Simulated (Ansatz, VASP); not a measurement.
BeZn2Se3 in VASP and in Ansatz

```
CELL_PARAMETERS angstrom
0.00000 0.00000 6.44660
6.77294 0.00000 0.00000
-3.38647 5.86554 0.00000
ATOMIC_POSITIONS crystal
Be 0.49961 0.66667 0.33333
Be 0.49961 0.33333 0.66667
Zn 0.00333 0.34155 0.34155
Zn 0.00333 0.00000 0.65845
Zn 0.00333 0.65845 0.00000
Zn 0.49944 0.00000 0.00000
Se 0.38679 0.35784 0.35784
Se 0.38679 0.00000 0.64216
Se 0.38679 0.64216 0.00000
Se 0.84885 0.66667 0.33333
Se 0.84885 0.33333 0.66667
Se 0.88329 0.00000 0.00000
```

Alike in both runs: task single point; functional PBE; k mesh 2 × 3 × 3; occupations gaussian, width 0.1 eV; no spin polarisation.

|  | VASP | Ansatz |
| --- | --- | --- |
| version | VASP 6.6.1 | Ansatz 0.2.0 |
| potentials or method | VASP PAW PBE potentials, release 64 (Be, Zn, Se), cutoff 520 eV | scalar-relativistic, plane waves, PAW |
| valence electrons in the cell | 88 | 148 |

|  | VASP | Ansatz | Ansatz less VASP |
| --- | --- | --- | --- |
| gap on the k mesh at the Fermi level (eV) | 1.87 | 1.86 | -0.001 |
| least direct gap on the mesh (eV) | 1.87 | 1.86 | -0.001 |
| pressure (GPa) | 0.2 | 0.0 | -0.20 |
| rms of the force components (eV/Å) | 0.006 | 0.007 | +0.0002 |

Atom by atom the forces differ by 0.004 eV/Å (rms over components). The functional is the same, so the differences come from potentials, cutoffs and numerics. VASP's potentials hold 88 valence electrons a cell and Ansatz's 148, so a difference there can come from the potentials and not from the codes.

The k mesh is coarse, so the values compare programs but aren't converged.
